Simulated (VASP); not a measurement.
# As (Cmce) in VASP: further runs

As is run at these levels: r2SCAN; tasks: single point.

Everything below comes from runs of VASP 6.6.1. Logs are shortened: lines on timing, memory, paths and dates and some standing lists are left out, and cuts for length are marked.

## Step 1: The cell of the first run

It takes space group Cmce (No. 64, orthorhombic). The conventional cell has a = 3.626 Å, b = 10.926 Å, c = 4.440 Å, α = 90.00°, β = 90.00°, γ = 90.00°. As (site symmetry m) has 5 As at 2.46 to 3.30 Å within 3.3 Å.

## Step 2: Single point, r2SCAN

POSCAR

```
As
1.0
    1.8127513088     -5.4630861361      0.0000000000
    1.8127513088      5.4630861361      0.0000000000
    0.0000000000      0.0000000000      4.4399990961
As
4
Direct
    0.3900000000      0.6100000000      0.5600000000
    0.8900000000      0.1100000000      0.9400000000
    0.6100000000      0.3900000000      0.4400000000
    0.1100000000      0.8900000000      0.0600000000
```

INCAR.step1

```
SYSTEM = As
  PREC = Accurate
  ENCUT = 520
  ISMEAR = -1
  SIGMA = 0.05
  LREAL = .FALSE.
  LASPH = .TRUE.
  NELM = 100
  NBANDS = 18
  GGA = PE
  ALGO = Normal
  EDIFF = 1E-4
  LWAVE = .TRUE.
  LCHARG = .FALSE.
```

INCAR.step2

```
SYSTEM = As
  PREC = Accurate
  ENCUT = 520
  EDIFF = 1E-7
  ISMEAR = -1
  SIGMA = 0.05
  LREAL = .FALSE.
  LASPH = .TRUE.
  NELM = 100
  ALGO = Normal
  ISIF = 2
  LWAVE = .FALSE.
  LCHARG = .FALSE.
  METAGGA = R2SCAN
  LMIXTAU = .TRUE.
  NBANDS = 18
  ISTART = 1
```

KPOINTS

```
regular mesh
0
G
  8 8 6
  0 0 0
```

Potentials or basis: VASP PAW PBE potentials, release 64 (As).

On the command line:

```bash
$ cat potpaw_PBE.64/As/POTCAR > POTCAR
$ cp INCAR.step1 INCAR
$ mpirun -np 1 vasp_std > vasp.out
$ cp INCAR.step2 INCAR
$ mpirun -np 1 vasp_std > vasp.out
```

OUTCAR:

```text
SYSTEM = As
   PREC = Accurate
   ENCUT = 520
   EDIFF = 1E-7
   ISMEAR = -1
   LREAL = .FALSE.
   LASPH = .TRUE.
   NELM = 100
   ISIF = 2
   METAGGA = R2SCAN
   ISTART = 1

 ion  position               nearest neighbor table
   1  0.390  0.610  0.560-   3 2.46   2 2.48   2 2.48
   2  0.890  0.110  0.940-   4 2.46   1 2.48   1 2.48
   3  0.610  0.390  0.440-   1 2.46   4 2.48   4 2.48
   4  0.110  0.890  0.060-   2 2.46   3 2.48   3 2.48

  LATTYP: Found a base centered orthorhombic cell.
 ALAT       =     3.6255026176
 B/A-ratio  =     3.0136986301
 C/A-ratio  =     1.2246575343

  Lattice vectors:

 A1 = (   1.8127513088,  -5.4630861361,   0.0000000000)
 A2 = (   1.8127513088,   5.4630861361,   0.0000000000)
 A3 = (   0.0000000000,   0.0000000000,   4.4399990961)

Analysis of symmetry for initial positions (statically):
=====================================================================
 Subroutine PRICEL returns:
 Original cell was already a primitive cell.

 Routine SETGRP: Setting up the symmetry group for a
 base centered orthorhombic supercell.

 Subroutine GETGRP returns: Found  8 space group operations
 (whereof  4 operations were pure point group operations)
 out of a pool of  8 trial point group operations.

The static configuration has the point symmetry C_2h.
 The point group associated with its full space group is D_2h.

Analysis of symmetry for dynamics (positions and initial velocities):
=====================================================================
 Subroutine PRICEL returns:
 Original cell was already a primitive cell.

 Routine SETGRP: Setting up the symmetry group for a
 base centered orthorhombic supercell.

 Subroutine GETGRP returns: Found  8 space group operations
 (whereof  4 operations were pure point group operations)
 out of a pool of  8 trial point group operations.

The dynamic configuration has the point symmetry C_2h.
 The point group associated with its full space group is D_2h.

 Subroutine INISYM returns: Found  8 space group operations
 (whereof  4 operations are pure point group operations),
 and found     1 'primitive' translations

----------------------------------------------------------------------------------------

                                     Primitive cell

  volume of cell :      87.9405

  direct lattice vectors                    reciprocal lattice vectors
     1.812751309 -5.463086136  0.000000000     0.275823825 -0.091523360  0.000000000
     1.812751309  5.463086136  0.000000000     0.275823825  0.091523360  0.000000000
     0.000000000  0.000000000  4.439999096     0.000000000  0.000000000  0.225225271

  length of vectors
     5.755986226  5.755986226  4.439999096     0.290611954  0.290611954  0.225225271

  position of ions in fractional coordinates (direct lattice)
     0.390000000  0.610000000  0.560000000
     0.890000000  0.110000000  0.940000000
     0.610000000  0.390000000  0.440000000
     0.110000000  0.890000000  0.060000000

  ion indices of the primitive-cell ions
   primitive index   ion index
                 1           1
                 2           2
                 3           3
                 4           4

----------------------------------------------------------------------------------------

 KPOINTS: regular mesh

Automatic generation of k-mesh.
 Grid dimensions read from file:
 generate k-points for:    8    8    6

 Generating k-lattice:

  Cartesian coordinates                     Fractional coordinates (reciprocal lattice)
     0.034477978 -0.011440420  0.000000000     0.125000000  0.000000000  0.000000000
     0.034477978  0.011440420  0.000000000     0.000000000  0.125000000  0.000000000
     0.000000000  0.000000000  0.037537545     0.000000000  0.000000000  0.166666667

  Length of vectors
     0.036326494  0.036326494  0.037537545

  Shift w.r.t. Gamma in fractional coordinates (k-lattice)
     0.000000000  0.000000000  0.000000000

 Subroutine IBZKPT returns following result:
 ===========================================

 Found     84 irreducible k-points:

 Following reciprocal coordinates:
            Coordinates               Weight
  0.000000  0.000000  0.000000      1.000000
  0.125000  0.000000  0.000000      4.000000
  0.250000  0.000000  0.000000      4.000000
  0.375000  0.000000  0.000000      4.000000
  0.500000  0.000000  0.000000      2.000000
  0.125000  0.125000  0.000000      2.000000
[... 16 lines left out ...]
  0.125000  0.000000  0.166667      8.000000
  0.250000  0.000000  0.166667      8.000000
 [... further k-points ...]
   k-points           NKPTS =     84   k-points in BZ     NKDIM =     84   number of bands    NBANDS=     18
   number of dos      NEDOS =    301   number of ions     NIONS =      4
   total plane-waves  NPLWV =  82944
   dimension x,y,z NGX =    48 NGY =   48 NGZ =   36
   dimension x,y,z NGXF=    96 NGYF=   96 NGZF=   72
   ions per type =               4
   NGX,Y,Z   is equivalent  to a cutoff of  13.86, 13.86, 13.48 a.u.
   NGXF,Y,Z  is equivalent  to a cutoff of  27.73, 27.73, 26.96 a.u.
 SYSTEM =  As
   PREC   = accura    normal or accurate (medium, high low for compatibility)
   ISTART =      1    job   : 0-new  1-cont  2-samecut
   ICHARG =      0    charge: 1-file 2-atom 10-const
   ISPIN  =      1    spin polarized calculation?
   LNONCOLLINEAR =      F non collinear calculations
   LSORBIT =      F    spin-orbit coupling
   LASPH  =      T    aspherical Exc in radial PAW
   ENCUT  =  520.0 eV  38.22 Ry    6.18 a.u.  10.70 10.70  8.26*2*pi/ulx,y,z
   NELM   =    100;   NELMIN=  2; NELMDL=  0     # of ELM steps
   EDIFF  = 0.1E-06   stopping-criterion for ELM
   LREAL  =      F    real-space projection
   EDIFFG = 0.1E-05   stopping-criterion for IOM
   NSW    =      0    number of steps for IOM
   IBRION =     -1    ionic relax: 0-MD 1-quasi-New 2-CG
   NFREE  =      0    steps in history (QN), initial steepest desc. (CG)
   ISIF   =      2    stress and relaxation
   ISYM   =      2    0-nonsym 1-usesym 2-fastsym
   POTIM  = 0.5000    time-step for ionic-motion
   TEBEG  =    0.0;   TEEND  =   0.0 temperature during run
   PSTRESS=    0.0 pullay stress
   NELECT =      20.0000    total number of electrons
   NUPDOWN=      -1.0000    fix difference up-down
   EMIN   =  10.00;   EMAX   =-10.00  energy-range for DOS
   EFERMI =   0.00;   METHOD = LEGACY
   ISMEAR =    -1;   SIGMA  =   0.05  broadening in eV -4-tet -1-fermi 0-gaus
   EFERMI_NEDOS =   21; number of points for ismear=-14 and -15
   IALGO  =     38    algorithm
   IMIX   =      4    mixing-type and parameters
     AMIX     =   0.40;   BMIX     =  1.00
     AMIX_MAG =   1.60;   BMIX_MAG =  1.00
  volume/ion in A,a.u.               =      21.99       148.36
  Fermi-wavevector in a.u.,A,eV,Ry     =   0.999283  1.888371 13.586319  0.998566
  Thomas-Fermi vector in A             =   2.131563
   LORBIT       =      0    0 simple, 1 ext, 2 COOP (PROOUT), +10 PAW based schemes
   METAGGA = R2SCAN    functional components
   LHFCALC =     F    Hartree Fock is set to
   AEXX    =    0.0000 exact exchange contribution
   IVDW    =     0    specifies the selected vdW correction
   LEPSILON=     F    determine dielectric tensor
   LRPA    =     F    only Hartree local field effects (RPA)
 non-spin polarized calculation
  energy-cutoff  :      520.00
  volume of cell :       87.94
 maximum number of plane-waves:      2396
 NGX is ok and might be reduce to    48
   NGX = 21   NGY = 21   NGZ = 17

 number of electron      20.0000001 magnetization

 Free energy of the ion-electron system (eV)
  ---------------------------------------------------
  ext. energy  EPLUGINS =         0.00000000
  ---------------------------------------------------
  free energy    TOTEN  =       -58.72337326 eV

  energy without entropy =      -58.72221772  energy(sigma->0) =      -58.72279549

 E-fermi :   4.9039     XC(G=0): -10.2357

 val. band max:        4.7955299882   @ k =  -0.3750   0.3750   0.0000
 cond. band min:       4.9926693493   @ k =   0.5000   0.5000   0.0000
 fundamental gap:      0.1971393612
 Fermi energy:         4.9038911570

 k-point     1 :       0.0000    0.0000    0.0000
  band No.  band energies     occupation
      1     -10.7682      2.00000
      2      -7.7903      2.00000
      3      -4.9408      2.00000
      4      -1.5798      2.00000
      5      -1.2095      2.00000
      6       0.2738      2.00000
[... 10 lines left out ...]
     17      12.4355      0.00000
     18      12.6561      0.00000

 k-point     2 :       0.1250    0.0000    0.0000
  band No.  band energies     occupation
      1     -10.5922      2.00000
      2      -7.6505      2.00000
      3      -5.1370      2.00000
      4      -1.7192      2.00000
      5      -1.3799      2.00000
      6       0.4482      2.00000
[... 10 lines left out ...]
     17      11.3099      0.00000
     18      12.4013      0.00000

 k-point     3 :       0.2500    0.0000    0.0000
  band No.  band energies     occupation
      1     -10.0709      2.00000
      2      -7.2293      2.00000
      3      -5.8030      2.00000
      4      -2.9417      2.00000
      5      -0.8002      2.00000
      6       0.4954      2.00000
[... 10 lines left out ...]
     17      11.5086      0.00000
     18      12.3488      0.00000

 k-point     4 :       0.3750    0.0000    0.0000
  band No.  band energies     occupation
      1      -9.2298      2.00000
      2      -6.8994      2.00000
      3      -6.5246      2.00000
      4      -4.3154      2.00000
      5       0.0691      2.00000
      6       0.5639      2.00000
[... 375 lines left out ...]
      4      -2.1351      2.00000
      5      -1.1955      2.00000
      6       0.9287      2.00000
[... 10 lines left out ...]
     17      12.0539      0.00000
     18      12.9317      0.00000

 k-point    23 :       0.1250    0.0000    0.1667
  band No.  band energies     occupation
      1     -10.4219      2.00000
      2      -7.7907      2.00000
      3      -5.2746      2.00000
      4      -2.3450      2.00000
      5      -1.0623      2.00000
      6       0.3367      2.00000
[... 10 lines left out ...]
     17      12.0461      0.00000
     18      12.7524      0.00000

 k-point    24 :       0.2500    0.0000    0.1667
  band No.  band energies     occupation
      1      -9.9078      2.00000
      2      -7.3976      2.00000
      3      -5.7195      2.00000
      4      -3.1619      2.00000
      5      -0.7132      2.00000
      6      -0.2107      2.00000
[... 10 lines left out ...]
     17      11.5482      0.00000
     18      12.8622      0.00000

 [... further k-points ...]

------------------------ aborting loop because EDIFF is reached ----------------------------------------

  FORCE on cell =-STRESS in cart. coord.  units (eV):
  Direction    XX          YY          ZZ          XY          YZ          ZX
  --------------------------------------------------------------------------------------
  -------------------------------------------------------------------------------------
  Total        2.2077291      1.5106140      1.3673274      0.0000000      0.0000000      0.0000000
  in kB       40.2223283     27.5216802     24.9111605      0.0000000      0.0000000      0.0000000
  external PRESSURE =      30.8850563 kB  Pullay stress =       0.0000000 kB

 VOLUME and BASIS-vectors are now :
 -----------------------------------------------------------------------------
  energy-cutoff  :      520.00
  volume of cell :       87.94
      direct lattice vectors                 reciprocal lattice vectors
     1.812751309 -5.463086136  0.000000000     0.275823825 -0.091523360  0.000000000
     1.812751309  5.463086136  0.000000000     0.275823825  0.091523360  0.000000000
     0.000000000  0.000000000  4.439999096     0.000000000  0.000000000  0.225225271

 POSITION                                       TOTAL-FORCE (eV/Angst)
 -----------------------------------------------------------------------------------
      1.81275      1.20188      2.48640         0.000000      0.000359      0.223607
      1.81275     -4.26121      4.17360         0.000000      0.000359     -0.223607
      1.81275     -1.20188      1.95360         0.000000     -0.000359     -0.223607
      1.81275      4.26121      0.26640         0.000000     -0.000359      0.223607
 -----------------------------------------------------------------------------------
    total drift:                               -0.000000      0.000000     -0.000000

  FREE ENERGIE OF THE ION-ELECTRON SYSTEM (eV)
  ---------------------------------------------------
  free  energy   TOTEN  =       -58.7233732569 eV

  energy  without entropy=      -58.7222177174  energy(sigma->0) =      -58.72279549
```

It took 5.2 min on 1 thread of Intel Xeon 6975P-C (Granite Rapids), shared host; peak memory 0.34 GiB.

Results:

```
Free energy            : -58.7234 eV
Pressure               : 3.1 GPa
Largest force          : 0.224 eV/Å
Band gap on the k mesh : 0.20 eV, indirect (least direct gap 0.29 eV)
```

Forces on the atoms (eV/Å):
```
As   0.000  0.000  0.224
As   0.000  0.000 -0.224
As   0.000  0.000 -0.224
As   0.000  0.000  0.224
```

Caveat: the PAW data sets were made with another functional, which shifts forces and pressure a little.

[end of part 1 of 2]
